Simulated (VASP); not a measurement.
# TiAl3 (I4/mmm) in VASP: further runs

TiAl3 is run at these levels: PBE; tasks: single point, relaxation of cell and atoms.

All numbers are computed with VASP 6.6.1; they aren't measurements. Logs are shortened: lines on timing, memory, paths and dates and some standing lists are left out, and cuts for length are marked.

### 1 The cell of the first run

Symmetry: I4/mmm, No. 139, tetragonal system. Conventional cell: a = 3.845 Å, b = 3.845 Å, c = 8.622 Å, α = 90.00°, β = 90.00°, γ = 90.00°. Ti (site symmetry 4/mmm) has 12 Al at 2.72 to 2.89 Å within 3.6 Å. Al (site symmetry 4/mmm) has 4 Ti at 2.72 Å and 8 Al at 2.89 Å within 3.6 Å. Al (site symmetry -4m2) has 8 Al at 2.72 to 2.89 Å and 4 Ti at 2.89 Å within 3.6 Å.

### 2 Single point, PBE

Input file INCAR:

```
  PREC = Accurate
  ENCUT = 520
  EDIFF = 1E-6
  ISMEAR = 0
  SIGMA = 0.1
  LREAL = False
  LASPH = True
  NELM = 100
  ALGO = Normal
  ISIF = 2
  LWAVE = False
  LCHARG = False
  GGA = PE
  NBANDS = 18
```

Input file KPOINTS:

```
regular mesh
0
Gamma
  18 18 18
```

Input file POSCAR:

```
TiAl3
1.0
   -1.9227338899      1.9227338899      4.3111772147
    1.9227338899     -1.9227338899      4.3111772147
    1.9227338899      1.9227338899     -4.3111772147
Ti Al
1 3
Direct
    0.0000000000      0.0000000000      0.0000000000
    0.5000000000      0.5000000000      0.0000000000
    0.7500000000      0.2500000000      0.5000000000
    0.2500000000      0.7500000000      0.5000000000
```

Potentials or basis: VASP PAW PBE potentials, release 64 (Ti_sv, Al).

Run with:

```sh
$ cat potpaw_PBE.64/Ti_sv/POTCAR potpaw_PBE.64/Al/POTCAR > POTCAR
$ mpirun -np 1 vasp_std > vasp.out
```

OUTCAR:

```text
PREC = Accurate
   ENCUT = 520
   EDIFF = 1E-6
   ISMEAR = 0
   LREAL = False
   LASPH = True
   NELM = 100
   ISIF = 2
   GGA = PE

 ion  position               nearest neighbor table
   1  0.000  0.000  0.000-   2 2.72   2 2.72   2 2.72   2 2.72   4 2.89   3 2.89   4 2.89   4 2.89
                             3 2.89   3 2.89   4 2.89   3 2.89
   2  0.500  0.500  0.000-   1 2.72   1 2.72   1 2.72   1 2.72   4 2.89   3 2.89   4 2.89   3 2.89
                             4 2.89   4 2.89   3 2.89   3 2.89
   3  0.750  0.250  0.500-   4 2.72   4 2.72   4 2.72   4 2.72   2 2.89   1 2.89   2 2.89   1 2.89
                             2 2.89   2 2.89   1 2.89   1 2.89
   4  0.250  0.750  0.500-   3 2.72   3 2.72   3 2.72   3 2.72   2 2.89   1 2.89   2 2.89   2 2.89
                             1 2.89   1 2.89   2 2.89   1 2.89

  LATTYP: Found a body centered tetragonal cell.
 ALAT       =     3.8454677798
 C/A-ratio  =     2.2422121113

  Lattice vectors:

 A1 = (  -1.9227338899,   1.9227338899,   4.3111772147)
 A2 = (   1.9227338899,  -1.9227338899,   4.3111772147)
 A3 = (   1.9227338899,   1.9227338899,  -4.3111772147)

Analysis of symmetry for initial positions (statically):
=====================================================================
 Subroutine PRICEL returns:
 Original cell was already a primitive cell.

 Routine SETGRP: Setting up the symmetry group for a
 body centered tetragonal supercell.

 Subroutine GETGRP returns: Found 16 space group operations
 (whereof 16 operations were pure point group operations)
 out of a pool of 16 trial point group operations.

The static configuration has the point symmetry D_4h.

Analysis of symmetry for dynamics (positions and initial velocities):
=====================================================================
 Subroutine PRICEL returns:
 Original cell was already a primitive cell.

 Routine SETGRP: Setting up the symmetry group for a
 body centered tetragonal supercell.

 Subroutine GETGRP returns: Found 16 space group operations
 (whereof 16 operations were pure point group operations)
 out of a pool of 16 trial point group operations.

The dynamic configuration has the point symmetry D_4h.

 Subroutine INISYM returns: Found 16 space group operations
 (whereof 16 operations are pure point group operations),
 and found     1 'primitive' translations

----------------------------------------------------------------------------------------

                                     Primitive cell

  volume of cell :      63.7521

  direct lattice vectors                    reciprocal lattice vectors
    -1.922733890  1.922733890  4.311177215     0.000000000  0.260046386  0.115977603
     1.922733890 -1.922733890  4.311177215     0.260046386  0.000000000  0.115977603
     1.922733890  1.922733890 -4.311177215     0.260046386  0.260046386  0.000000000

  length of vectors
     5.097063880  5.097063880  5.097063880     0.284736593  0.284736593  0.367761126

  position of ions in fractional coordinates (direct lattice)
     0.000000000  0.000000000  0.000000000
     0.500000000  0.500000000  0.000000000
     0.750000000  0.250000000  0.500000000
     0.250000000  0.750000000  0.500000000

  ion indices of the primitive-cell ions
   primitive index   ion index
                 1           1
                 2           2
                 3           3
                 4           4

----------------------------------------------------------------------------------------

 KPOINTS: regular mesh

Automatic generation of k-mesh.
 Grid dimensions read from file:
 generate k-points for:   18   18   18

 Generating k-lattice:

  Cartesian coordinates                     Fractional coordinates (reciprocal lattice)
     0.000000000  0.014447021  0.006443200     0.055555556 -0.000000000  0.000000000
     0.014447021  0.000000000  0.006443200    -0.000000000  0.055555556  0.000000000
     0.014447021  0.014447021  0.000000000     0.000000000  0.000000000  0.055555556

  Length of vectors
     0.015818700  0.015818700  0.020431174

  Shift w.r.t. Gamma in fractional coordinates (k-lattice)
     0.000000000  0.000000000  0.000000000

 Subroutine IBZKPT returns following result:
 ===========================================

 Found    480 irreducible k-points:

 Following reciprocal coordinates:
            Coordinates               Weight
  0.000000  0.000000  0.000000      1.000000
  0.055556  0.000000 -0.000000      8.000000
  0.111111  0.000000 -0.000000      8.000000
  0.166667  0.000000  0.000000      8.000000
  0.222222 -0.000000  0.000000      8.000000
  0.277778  0.000000  0.000000      8.000000
[... 16 lines left out ...]
 -0.277778  0.055556  0.000000     16.000000
 -0.222222  0.055556  0.000000     16.000000
 [... further k-points ...]
   k-points           NKPTS =    480   k-points in BZ     NKDIM =    480   number of bands    NBANDS=     18
   number of dos      NEDOS =    301   number of ions     NIONS =      4
   total plane-waves  NPLWV =  64000
   dimension x,y,z NGX =    40 NGY =   40 NGZ =   40
   dimension x,y,z NGXF=    80 NGYF=   80 NGZF=   80
   ions per type =               1   3
   NGX,Y,Z   is equivalent  to a cutoff of  13.05, 13.05, 13.05 a.u.
   NGXF,Y,Z  is equivalent  to a cutoff of  26.09, 26.09, 26.09 a.u.
 SYSTEM =  unknown system
   PREC   = accura    normal or accurate (medium, high low for compatibility)
   ISTART =      0    job   : 0-new  1-cont  2-samecut
   ICHARG =      2    charge: 1-file 2-atom 10-const
   ISPIN  =      1    spin polarized calculation?
   LNONCOLLINEAR =      F non collinear calculations
   LSORBIT =      F    spin-orbit coupling
   LASPH  =      T    aspherical Exc in radial PAW
   ENCUT  =  520.0 eV  38.22 Ry    6.18 a.u.   9.48  9.48  9.48*2*pi/ulx,y,z
   NELM   =    100;   NELMIN=  2; NELMDL= -5     # of ELM steps
   EDIFF  = 0.1E-05   stopping-criterion for ELM
   LREAL  =      F    real-space projection
[... 7 lines left out ...]
   TEBEG  =    0.0;   TEEND  =   0.0 temperature during run
   PSTRESS=    0.0 pullay stress
   NELECT =      21.0000    total number of electrons
   NUPDOWN=      -1.0000    fix difference up-down
   EMIN   =  10.00;   EMAX   =-10.00  energy-range for DOS
   EFERMI =   0.00;   METHOD = LEGACY
   ISMEAR =     0;   SIGMA  =   0.10  broadening in eV -4-tet -1-fermi 0-gaus
   EFERMI_NEDOS =   21; number of points for ismear=-14 and -15
   IALGO  =     38    algorithm
   IMIX   =      4    mixing-type and parameters
     AMIX     =   0.40;   BMIX     =  1.00
     AMIX_MAG =   1.60;   BMIX_MAG =  1.00
  volume/ion in A,a.u.               =      15.94       107.56
  Fermi-wavevector in a.u.,A,eV,Ry     =   1.130620  2.136561 17.392337  1.278301
  Thomas-Fermi vector in A             =   2.267317
   LORBIT       =      0    0 simple, 1 ext, 2 COOP (PROOUT), +10 PAW based schemes
   GGA     = PE    functional components
   LHFCALC =     F    Hartree Fock is set to
   AEXX    =    0.0000 exact exchange contribution
   IVDW    =     0    specifies the selected vdW correction
   LEPSILON=     F    determine dielectric tensor
   LRPA    =     F    only Hartree local field effects (RPA)
 non-spin polarized calculation
 Gauss-broadening in eV      SIGMA  =   0.10
  energy-cutoff  :      520.00
  volume of cell :       63.75
 maximum number of plane-waves:      1752
 NGX is ok and might be reduce to    40
   NGX = 19   NGY = 19   NGZ = 19

 number of electron      21.0000000 magnetization

 Free energy of the ion-electron system (eV)
  ---------------------------------------------------
  ext. energy  EPLUGINS =         0.00000000
  ---------------------------------------------------
  free energy    TOTEN  =       -20.66554453 eV

  energy without entropy =      -20.65701890  energy(sigma->0) =      -20.66128171

 E-fermi :   8.1710     XC(G=0): -10.7176

 val. band max:        8.1685061653   @ k =   0.3333  -0.0000   0.0000
 cond. band min:       8.1722532798   @ k =  -0.3333  -0.3333   0.0556
 fundamental gap:      0.0037471145
 Fermi energy:         8.1710268551

 k-point     1 :       0.0000    0.0000    0.0000
  band No.  band energies     occupation
      1     -48.3320      2.00000
      2     -24.6439      2.00000
      3     -24.6439      2.00000
      4     -24.5663      2.00000
      5      -1.8576      2.00000
      6       5.3140      2.00000
[... 10 lines left out ...]
     17      11.9085      0.00000
     18      11.9085      0.00000

 k-point     2 :       0.0556    0.0000   -0.0000
  band No.  band energies     occupation
      1     -48.3320      2.00000
      2     -24.6446      2.00000
      3     -24.6438      2.00000
      4     -24.5663      2.00000
      5      -1.8195      2.00000
      6       5.0912      2.00000
[... 10 lines left out ...]
     17      11.9194      0.00000
     18      12.1537      0.00000

 k-point     3 :       0.1111    0.0000   -0.0000
  band No.  band energies     occupation
      1     -48.3319      2.00000
      2     -24.6469      2.00000
      3     -24.6437      2.00000
      4     -24.5662      2.00000
      5      -1.7054      2.00000
      6       4.7980      2.00000
[... 10 lines left out ...]
     17      11.9652      0.00000
     18      12.7291      0.00000

 k-point     4 :       0.1667    0.0000    0.0000
  band No.  band energies     occupation
      1     -48.3317      2.00000
      2     -24.6503      2.00000
      3     -24.6434      2.00000
      4     -24.5660      2.00000
      5      -1.5164      2.00000
      6       4.4987      2.00000
[... 375 lines left out ...]
      4     -24.5652      2.00000
      5      -0.5548      2.00000
      6       3.1607      2.00000
[... 10 lines left out ...]
     17      12.8811      0.00000
     18      13.2199      0.00000

 k-point    23 :      -0.2778    0.0556    0.0000
  band No.  band energies     occupation
      1     -48.3313      2.00000
      2     -24.6589      2.00000
      3     -24.6436      2.00000
      4     -24.5654      2.00000
      5      -0.9442      2.00000
      6       3.8060      2.00000
[... 10 lines left out ...]
     17      12.4117      0.00000
     18      13.2747      0.00000

 k-point    24 :      -0.2222    0.0556    0.0000
  band No.  band energies     occupation
      1     -48.3315      2.00000
      2     -24.6544      2.00000
      3     -24.6439      2.00000
      4     -24.5656      2.00000
      5      -1.2655      2.00000
      6       4.3680      2.00000
[... 10 lines left out ...]
     17      12.3685      0.00000
     18      13.5368      0.00000

 [... further k-points ...]
[... 5 lines left out ...]
  --------------------------------------------------------------------------------------
  -------------------------------------------------------------------------------------
  Total       -0.0375792     -0.0375792     -0.0463594      0.0000000     -0.0000000      0.0000000
  in kB       -0.9444165     -0.9444165     -1.1650758      0.0000000     -0.0000000      0.0000000
  external PRESSURE =      -1.0179696 kB  Pullay stress =       0.0000000 kB

 VOLUME and BASIS-vectors are now :
 -----------------------------------------------------------------------------
  energy-cutoff  :      520.00
  volume of cell :       63.75
      direct lattice vectors                 reciprocal lattice vectors
    -1.922733890  1.922733890  4.311177215     0.000000000  0.260046386  0.115977603
     1.922733890 -1.922733890  4.311177215     0.260046386  0.000000000  0.115977603
     1.922733890  1.922733890 -4.311177215     0.260046386  0.260046386  0.000000000

 POSITION                                       TOTAL-FORCE (eV/Angst)
 -----------------------------------------------------------------------------------
      0.00000      0.00000      0.00000        -0.000000      0.000000     -0.000000
      0.00000      0.00000      4.31118        -0.000000      0.000000     -0.000000
      0.00000      1.92273      2.15559         0.000000      0.000000      0.000000
      1.92273      0.00000      2.15559         0.000000     -0.000000      0.000000
 -----------------------------------------------------------------------------------
    total drift:                               -0.000000     -0.000000     -0.000000

  FREE ENERGIE OF THE ION-ELECTRON SYSTEM (eV)
  ---------------------------------------------------
  free  energy   TOTEN  =       -20.6655445255 eV

  energy  without entropy=      -20.6570188997  energy(sigma->0) =      -20.66128171
```

It took 10 min on 1 thread of Intel Xeon Platinum 8259CL at 2.50GHz (Skylake/Cascade Lake), shared host; peak memory 0.64 GiB.

Results:

```
Free energy : -20.6655 eV
Pressure    : -0.1 GPa
```

Levels at points of the mesh, in eV from the Fermi level:
```csv
k point,band 8,band 9,band 10,band 11,band 12,band 13,band 14,band 15
"(0.00, 0.00, 0.00)",-1.37,-1.21,-1.21,0.82,1.71,1.71,2.24,2.35
"(0.50, 0.00, 0.00)",-2.97,-1.05,-0.25,0.50,1.78,2.06,2.67,3.14
"(0.50, 0.50, 0.00)",-3.73,-2.70,-2.20,-0.97,1.73,1.91,2.66,2.78
"(0.50, 0.50, 0.50)",-0.93,-0.93,-0.23,0.70,0.70,0.93,3.04,4.61
```

### 3 Relaxation of cell and atoms, PBE

This run uses another cell than the first one, of 15.63 Å³/atom, 0.981 times its volume.

Input file INCAR:

```
PREC = Accurate
ENCUT = 600
EDIFF = 1E-6
ISMEAR = 0
SIGMA = 0.1
LREAL = False
LASPH = True
NELM = 100
ALGO = Normal
ISIF = 3
LWAVE = False
LCHARG = False
GGA = PE
IBRION = 2
NSW = 100
EDIFFG = -0.01
```

Input file KPOINTS:

```
Automatic mesh
0
Gamma
  18 18 18
```

Input file POSCAR:

```
TiAl3
1.0
   -1.9111067713      1.9111067713      4.2806687947
    1.9111067713     -1.9111067713      4.2806687947
    1.9111067713      1.9111067713     -4.2806687947
Ti Al
1 3
Direct
    0.0000000000      0.0000000000      0.0000000000
    0.5000000000      0.5000000000      0.0000000000
    0.7500000000      0.2500000000      0.5000000000
    0.2500000000      0.7500000000      0.5000000000
```

Potentials or basis: VASP PAW PBE potentials, release 64 (Ti_sv, Al).

Run with:

```sh
$ cat potpaw_PBE.64/Ti_sv/POTCAR potpaw_PBE.64/Al/POTCAR > POTCAR
$ mpirun -np 1 vasp_std > vasp.out
```

Run time: 12 min. Hardware: 1 thread of Intel Xeon 6975P-C (Granite Rapids), shared host; peak memory 0.68 GiB.

It converged, with:

- Free energy: -20.6658 eV
- Relaxed volume: 15.93 Å³/atom
- Relaxed cell: a = 5.095 Å, b = 5.095 Å, c = 5.095 Å, α = 135.65°, β = 135.65°, γ = 64.52°
- Space group after relaxing (to 0.05 Å): I4/mmm (No. 139)
- Energy gained by relaxing: 1.9 meV/atom
- Ionic steps: 3
- Pressure after relaxing: 0.0 GPa

Stress tensor (GPa, compression positive):
```
-0.06  0.00  0.00
 0.00 -0.06  0.00
 0.00  0.00  0.07
```

Step by step:
| step | energy change (eV) | largest force (eV/Å) | pressure (GPa) | volume (Å³) |
| --- | --- | --- | --- | --- |
| 1 | 0.0000 | 0.0000 | 2.06 | 62.54 |
| 2 | -0.0054 | 0.0000 | -1.05 | 64.38 |
| 3 | -0.0076 | 0.0000 | -0.01 | 63.73 |

Final structure:
```
Ti Al
1.0
    -1.92303    1.92303    4.30825
     1.92303   -1.92303    4.30825
     1.92303    1.92303   -4.30825
Ti Al
1 3
Direct
  0.00000 0.00000 0.00000
  0.50000 0.50000 0.00000
  0.75000 0.25000 0.50000
  0.25000 0.75000 0.50000
```

Levels at points of the mesh, in eV from the Fermi level:
```tsv
k point	band 7	band 8	band 9	band 10	band 11	band 12	band 13	band 14
(0.00, 0.00, 0.00)	-2.61	-1.37	-1.21	-1.21	0.82	1.71	1.71	2.23
(0.50, 0.00, 0.00)	-3.58	-2.96	-1.05	-0.25	0.50	1.78	2.06	2.67
(0.50, 0.50, 0.00)	-4.36	-3.73	-2.70	-2.20	-0.97	1.73	1.91	2.72
(0.50, 0.50, 0.50)	-1.98	-0.93	-0.93	-0.23	0.70	0.70	0.93	3.05
```
